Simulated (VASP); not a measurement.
# Si (P1) in VASP: single point with r2SCAN

Aim: the single point of Si with r2SCAN.

Everything below comes from runs of VASP 6.6.1. Logs are shortened: lines on timing, memory, paths and dates and some standing lists are left out, and cuts for length are marked.

## Step 1: The cell of the first run

The typed cell holds 4 atoms: a = 3.879 Å, b = 3.836 Å, c = 6.282 Å, α = 90.01°, β = 89.79°, γ = 120.23°.

## Step 2: Single point, r2SCAN (atoms moved at random and the cell strained at random)

File POSCAR:

```
Si
1.0
    3.8786547783      0.0047184561      0.0071818217
   -1.9352410863      3.3119032229     -0.0002582892
    0.0118859367      0.0063687496      6.2815455324
Si
4
Direct
    0.3173309379      0.5912218747      0.0829608844
    0.8539436028      0.4721258468      0.6120245598
    0.2431159819      0.6089356007      0.3612980988
    0.5856094775      0.3277166778      0.9437164570
```

File INCAR.step1:

```
PREC = Accurate
ENCUT = 520
ISMEAR = 0
SIGMA = 0.05
LREAL = False
LASPH = True
NELM = 60
NBANDS = 16
GGA = PE
ALGO = Normal
EDIFF = 1E-4
LWAVE = True
LCHARG = False
```

File INCAR.step2:

```
PREC = Accurate
ENCUT = 520
EDIFF = 1E-7
ISMEAR = 0
SIGMA = 0.05
LREAL = False
LASPH = True
NELM = 60
ALGO = Normal
ISIF = 2
LWAVE = False
LCHARG = True
METAGGA = R2SCAN
LMIXTAU = True
LELF = True
LVHAR = True
NBANDS = 16
ISTART = 1
```

File KPOINTS:

```
regular mesh
0
Gamma
  12 12 4
```

Potentials or basis: VASP PAW PBE potentials, release 64 (Si).

The run is started by

```bash
$ cat potpaw_PBE.64/Si/POTCAR > POTCAR
$ cp INCAR.step1 INCAR
$ mpirun -np 1 vasp_std > vasp.out
$ cp INCAR.step2 INCAR
$ mpirun -np 1 vasp_std > vasp.out
```

OUTCAR:

```text
PREC = Accurate
   ENCUT = 520
   EDIFF = 1E-7
   ISMEAR = 0
   LREAL = False
   LASPH = True
   NELM = 60
   ISIF = 2
   METAGGA = R2SCAN
   ISTART = 1

 ion  position               nearest neighbor table
   1  0.317  0.591  0.083-   3 1.78   4 1.98   4 2.62   4 2.64
   2  0.854  0.472  0.612-   3 2.05   4 2.27   3 3.11
   3  0.243  0.609  0.361-   1 1.78   2 2.05   2 3.11
   4  0.586  0.328  0.944-   1 1.98   2 2.27   1 2.62   1 2.64

  LATTYP: Found a triclinic cell.
 ALAT       =     3.8786642974
 B/A-ratio  =     0.9889654811
 C/A-ratio  =     1.6195162883
 COS(alpha) =     0.0001465820
 COS(beta)  =     0.0037450419
 COS(gamma) =     0.5034608311

  Lattice vectors:

 A1 = (  -3.8786547783,  -0.0047184561,  -0.0071818217)
 A2 = (  -1.9352410863,   3.3119032229,  -0.0002582892)
 A3 = (  -0.0118859367,  -0.0063687496,  -6.2815455324)

Analysis of symmetry for initial positions (statically):
=====================================================================
 Subroutine PRICEL returns:
 Original cell was already a primitive cell.

 Routine SETGRP: Setting up the symmetry group for a
 triclinic supercell.

 Subroutine GETGRP returns: Found  1 space group operations
 (whereof  1 operations were pure point group operations)
 out of a pool of  2 trial point group operations.

The static configuration has the point symmetry C_1 .

Analysis of symmetry for dynamics (positions and initial velocities):
=====================================================================
 Subroutine PRICEL returns:
 Original cell was already a primitive cell.

 Routine SETGRP: Setting up the symmetry group for a
 triclinic supercell.

 Subroutine GETGRP returns: Found  1 space group operations
 (whereof  1 operations were pure point group operations)
 out of a pool of  2 trial point group operations.

The dynamic configuration has the point symmetry C_1 .

 Subroutine INISYM returns: Found  1 space group operations
 (whereof  1 operations are pure point group operations),
 and found     1 'primitive' translations

----------------------------------------------------------------------------------------

                                     Primitive cell

  volume of cell :      80.7480

  direct lattice vectors                    reciprocal lattice vectors
     3.878654778  0.004718456  0.007181822     0.257639390  0.150546116 -0.000640141
    -1.935241086  3.311903223 -0.000258289    -0.000366491  0.301727015 -0.000305222
     0.011885937  0.006368750  6.281545532    -0.000294580 -0.000159716  0.159197209

  length of vectors
     3.878664297  3.835865103  6.281560006     0.298400064  0.301727392  0.159197562

  position of ions in fractional coordinates (direct lattice)
     0.317330938  0.591221875  0.082960884
     0.853943603  0.472125847  0.612024560
     0.243115982  0.608935601  0.361298099
     0.585609478  0.327716678  0.943716457

  ion indices of the primitive-cell ions
   primitive index   ion index
                 1           1
                 2           2
                 3           3
                 4           4

----------------------------------------------------------------------------------------

 KPOINTS: regular mesh

Automatic generation of k-mesh.
 Grid dimensions read from file:
 generate k-points for:   12   12    4

 Generating k-lattice:

  Cartesian coordinates                     Fractional coordinates (reciprocal lattice)
     0.021469949  0.012545510 -0.000053345     0.083333333 -0.000000000  0.000000000
    -0.000030541  0.025143918 -0.000025435     0.000000000  0.083333333  0.000000000
    -0.000073645 -0.000039929  0.039799302     0.000000000  0.000000000  0.250000000

  Length of vectors
     0.024866672  0.025143949  0.039799390

  Shift w.r.t. Gamma in fractional coordinates (k-lattice)
     0.000000000  0.000000000  0.000000000

 Subroutine IBZKPT returns following result:
 ===========================================

 Found    292 irreducible k-points:

 Following reciprocal coordinates:
            Coordinates               Weight
  0.000000  0.000000  0.000000      1.000000
  0.083333 -0.000000 -0.000000      2.000000
  0.166667 -0.000000 -0.000000      2.000000
  0.250000  0.000000 -0.000000      2.000000
  0.333333 -0.000000 -0.000000      2.000000
  0.416667 -0.000000 -0.000000      2.000000
[... 16 lines left out ...]
  0.250000  0.166667 -0.000000      2.000000
  0.333333  0.166667 -0.000000      2.000000
 [... further k-points ...]
   k-points           NKPTS =    292   k-points in BZ     NKDIM =    292   number of bands    NBANDS=     16
   number of dos      NEDOS =    301   number of ions     NIONS =      4
   total plane-waves  NPLWV =  43200
   dimension x,y,z NGX =    30 NGY =   30 NGZ =   48
   dimension x,y,z NGXF=    60 NGYF=   60 NGZF=   96
   ions per type =               4
   NGX,Y,Z   is equivalent  to a cutoff of  12.86, 13.00, 12.70 a.u.
   NGXF,Y,Z  is equivalent  to a cutoff of  25.72, 26.00, 25.41 a.u.
 SYSTEM =  unknown system
   PREC   = accura    normal or accurate (medium, high low for compatibility)
   ISTART =      1    job   : 0-new  1-cont  2-samecut
   ICHARG =      0    charge: 1-file 2-atom 10-const
   ISPIN  =      1    spin polarized calculation?
   LNONCOLLINEAR =      F non collinear calculations
   LSORBIT =      F    spin-orbit coupling
   LASPH  =      T    aspherical Exc in radial PAW
   ENCUT  =  520.0 eV  38.22 Ry    6.18 a.u.   7.21  7.13 11.68*2*pi/ulx,y,z
   NELM   =     60;   NELMIN=  2; NELMDL=  0     # of ELM steps
   EDIFF  = 0.1E-06   stopping-criterion for ELM
   LREAL  =      F    real-space projection
   EDIFFG = 0.1E-05   stopping-criterion for IOM
   NSW    =      0    number of steps for IOM
   IBRION =     -1    ionic relax: 0-MD 1-quasi-New 2-CG
   NFREE  =      0    steps in history (QN), initial steepest desc. (CG)
   ISIF   =      2    stress and relaxation
   ISYM   =      2    0-nonsym 1-usesym 2-fastsym
   POTIM  = 0.5000    time-step for ionic-motion
   TEBEG  =    0.0;   TEEND  =   0.0 temperature during run
   PSTRESS=    0.0 pullay stress
   NELECT =      16.0000    total number of electrons
   NUPDOWN=      -1.0000    fix difference up-down
   EMIN   =  10.00;   EMAX   =-10.00  energy-range for DOS
   EFERMI =   0.00;   METHOD = LEGACY
   ISMEAR =     0;   SIGMA  =   0.05  broadening in eV -4-tet -1-fermi 0-gaus
   EFERMI_NEDOS =   21; number of points for ismear=-14 and -15
   IALGO  =     38    algorithm
   IMIX   =      4    mixing-type and parameters
     AMIX     =   0.40;   BMIX     =  1.00
     AMIX_MAG =   1.60;   BMIX_MAG =  1.00
  volume/ion in A,a.u.               =      20.19       136.23
  Fermi-wavevector in a.u.,A,eV,Ry     =   0.954416  1.803584 12.393671  0.910909
  Thomas-Fermi vector in A             =   2.083160
   LORBIT       =      0    0 simple, 1 ext, 2 COOP (PROOUT), +10 PAW based schemes
   METAGGA = R2SCAN    functional components
   LHFCALC =     F    Hartree Fock is set to
   AEXX    =    0.0000 exact exchange contribution
   IVDW    =     0    specifies the selected vdW correction
   LEPSILON=     F    determine dielectric tensor
   LRPA    =     F    only Hartree local field effects (RPA)
 non-spin polarized calculation
 Gauss-broadening in eV      SIGMA  =   0.05
  energy-cutoff  :      520.00
  volume of cell :       80.75
 maximum number of plane-waves:      2195
 NGX is ok and might be reduce to    30
   NGX = 15   NGY = 15   NGZ = 23

 number of electron      16.0000000 magnetization

 Free energy of the ion-electron system (eV)
  ---------------------------------------------------
  ext. energy  EPLUGINS =         0.00000000
  ---------------------------------------------------
  free energy    TOTEN  =       -27.49786568 eV

  energy without entropy =      -27.49582319  energy(sigma->0) =      -27.49684444

 E-fermi :   5.9797     XC(G=0):  -9.8731

 val. band max:        5.9746567159   @ k =   0.0833   0.2500  -0.0000
 cond. band min:       5.9820331867   @ k =  -0.2500   0.1667   0.0000
 fundamental gap:      0.0073764707
 Fermi energy:         5.9797314797

 k-point     1 :       0.0000    0.0000    0.0000
  band No.  band energies     occupation
      1      -7.5881      2.00000
      2      -4.0392      2.00000
      3      -3.3185      2.00000
      4       2.5878      2.00000
      5       3.7645      2.00000
      6       4.8898      2.00000
[... 8 lines left out ...]
     15      11.5666      0.00000
     16      11.8230      0.00000

 k-point     2 :       0.0833   -0.0000   -0.0000
  band No.  band energies     occupation
      1      -7.5135      2.00000
      2      -3.9899      2.00000
      3      -3.2602      2.00000
      4       2.4081      2.00000
      5       3.4013      2.00000
      6       4.3881      2.00000
[... 8 lines left out ...]
     15      11.6536      0.00000
     16      11.9199      0.00000

 k-point     3 :       0.1667   -0.0000   -0.0000
  band No.  band energies     occupation
      1      -7.2930      2.00000
      2      -3.8676      2.00000
      3      -3.0816      2.00000
      4       1.8384      2.00000
      5       2.6587      2.00000
      6       3.7827      2.00000
[... 8 lines left out ...]
     15      11.9049      0.00000
     16      12.2144      0.00000

 k-point     4 :       0.2500    0.0000   -0.0000
  band No.  band energies     occupation
      1      -6.9391      2.00000
      2      -3.7620      2.00000
      3      -2.7659      2.00000
      4       1.0413      2.00000
      5       1.9472      2.00000
      6       3.2537      2.00000
[... 8 lines left out ...]
     15      11.7695      0.00000
     16      12.5702      0.00000
[... 324 lines left out ...]
 k-point    22 :       0.1667    0.1667   -0.0000
  band No.  band energies     occupation
      1      -6.7900      2.00000
      2      -3.5641      2.00000
      3      -2.7247      2.00000
      4       1.4187      2.00000
      5       1.5569      2.00000
      6       2.2550      2.00000
[... 8 lines left out ...]
     15      12.0505      0.00000
     16      12.9906      0.00000

 k-point    23 :       0.2500    0.1667   -0.0000
  band No.  band energies     occupation
      1      -6.3671      2.00000
      2      -3.6207      2.00000
      3      -2.3033      2.00000
      4       0.6897      2.00000
      5       1.2833      2.00000
      6       1.6024      2.00000
[... 8 lines left out ...]
     15      12.4316      0.00000
     16      12.7956      0.00000

 k-point    24 :       0.3333    0.1667   -0.0000
  band No.  band energies     occupation
      1      -5.9112      2.00000
      2      -3.9001      2.00000
      3      -1.7565      2.00000
      4       0.0667      2.00000
      5       1.0040      2.00000
      6       1.3461      2.00000
[... 8 lines left out ...]
     15      12.4448      0.00000
     16      13.5287      0.00000

 [... further k-points ...]
[... 5 lines left out ...]
  --------------------------------------------------------------------------------------
  -------------------------------------------------------------------------------------
  Total        6.9620850     -0.3322354     28.6659001     -3.5498280      2.1574726    -11.8983545
  in kB      138.1395318     -6.5921125    568.7799041    -70.4345874     42.8079024   -236.0834615
  external PRESSURE =     233.4424411 kB  Pullay stress =       0.0000000 kB

 VOLUME and BASIS-vectors are now :
 -----------------------------------------------------------------------------
  energy-cutoff  :      520.00
  volume of cell :       80.75
      direct lattice vectors                 reciprocal lattice vectors
     3.878654778  0.004718456  0.007181822     0.257639390  0.150546116 -0.000640141
    -1.935241086  3.311903223 -0.000258289    -0.000366491  0.301727015 -0.000305222
     0.011885937  0.006368750  6.281545532    -0.000294580 -0.000159716  0.159197209

 POSITION                                       TOTAL-FORCE (eV/Angst)
 -----------------------------------------------------------------------------------
      0.08765      1.96010      0.52325        -3.343279      3.006166    -12.108115
      2.40575      1.57156      3.85047        -2.990498     -0.765477      0.987171
     -0.23118      2.02018      2.27110         0.210838      1.218263     13.564868
      1.64838      1.09414      5.93212         6.122940     -3.458952     -2.443924
 -----------------------------------------------------------------------------------
    total drift:                               -0.000071      0.000010     -0.000410

  FREE ENERGIE OF THE ION-ELECTRON SYSTEM (eV)
  ---------------------------------------------------
  free  energy   TOTEN  =       -27.4978656816 eV

  energy  without entropy=      -27.4958231895  energy(sigma->0) =      -27.49684444
```

Wall time 17 min (1 thread of Intel Xeon Platinum 8375C at 2.90GHz (Ice Lake), shared host); peak memory 0.39 GiB.

Results:

* Free energy: -27.4979 eV
* Pressure: 23.3 GPa
* Largest force: 13.621 eV/Å
* Band gap on the k mesh: zero (bands 8 and 9 overlap by 1.76 eV)

Forces in eV/Å, atoms in the order of the input:
```
Si   -3.343   3.006 -12.108
Si   -2.990  -0.765   0.987
Si    0.211   1.218  13.565
Si    6.123  -3.459  -2.444
```

Levels at points of the mesh, in eV from the Fermi level:
```tsv
k point	band 5	band 6	band 7	band 8	band 9	band 10	band 11	band 12
(0.00, 0.00, 0.00)	-2.22	-1.09	0.14	0.23	0.98	2.09	2.27	2.46
(0.50, 0.00, 0.00)	-5.21	-4.24	-3.36	-0.44	0.00	1.65	2.41	3.56
(0.00, 0.50, 0.00)	-4.19	-3.47	-3.09	-1.11	-0.62	0.49	1.81	2.27
(0.50, 0.50, 0.00)	-4.64	-4.24	-3.05	-0.47	0.29	1.88	2.75	3.31
(0.00, 0.00, 0.50)	-2.45	-0.99	0.03	0.58	0.79	1.23	1.62	2.65
(0.50, 0.00, 0.50)	-4.25	-2.99	-1.84	-1.32	-0.05	0.04	0.63	3.13
(0.00, 0.50, 0.50)	-4.82	-4.16	-2.39	-0.78	-0.01	0.72	1.33	1.75
(0.50, 0.50, 0.50)	-4.42	-3.10	-2.18	-0.61	0.13	0.56	0.90	2.13
```

Caveat: the cell differs from its parent crystal (atoms moved at random and the cell strained at random); the cell stands under pressure; the PAW data sets were made with another functional, which shifts forces and pressure a little.
